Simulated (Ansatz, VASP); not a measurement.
Two plane-wave programs on CsTlH4

```
CELL_PARAMETERS angstrom
4.83575 0.00000 0.00000
0.00000 4.83575 0.00000
0.00000 0.00000 7.06000
ATOMIC_POSITIONS crystal
Cs 0.50000 0.50000 0.50000
Tl 0.00000 0.00000 0.00000
H 0.00000 0.00000 0.65407
H 0.50000 0.00000 0.00000
H 0.00000 0.50000 0.00000
H 0.00000 0.00000 0.34593
```

Alike in both runs: task single point; functional PBE; k mesh 4 × 4 × 4; occupations gaussian, width 0.1 eV; no spin polarisation.

|  | VASP | Ansatz |
| --- | --- | --- |
| version | VASP 6.6.1 | Ansatz 0.2.0 |
| potentials or method | VASP PAW PBE potentials, release 64 (Cs_sv, Tl_d, H), cutoff 520 eV | scalar-relativistic, plane waves, PAW |
| valence electrons in the cell | 26 | 26 |

|  | VASP | Ansatz | Ansatz less VASP |
| --- | --- | --- | --- |
| gap on the k mesh at the Fermi level (eV) | none | none | - |
| pressure (GPa) | -5.1 | -5.0 | +0.04 |
| traceless stress, the component that is largest in VASP (GPa) | -1.27 | -1.27 | +0.001 |
| rms of the force components (eV/Å) | 0.098 | 0.099 | +0.0009 |

Atom by atom the forces differ by 0.001 eV/Å (rms over components). A gap of «none» marks a metal or a gap that the smearing closes. The functional is the same, so the differences come from potentials, cutoffs and numerics.

Neither program's run includes spin-orbit coupling.
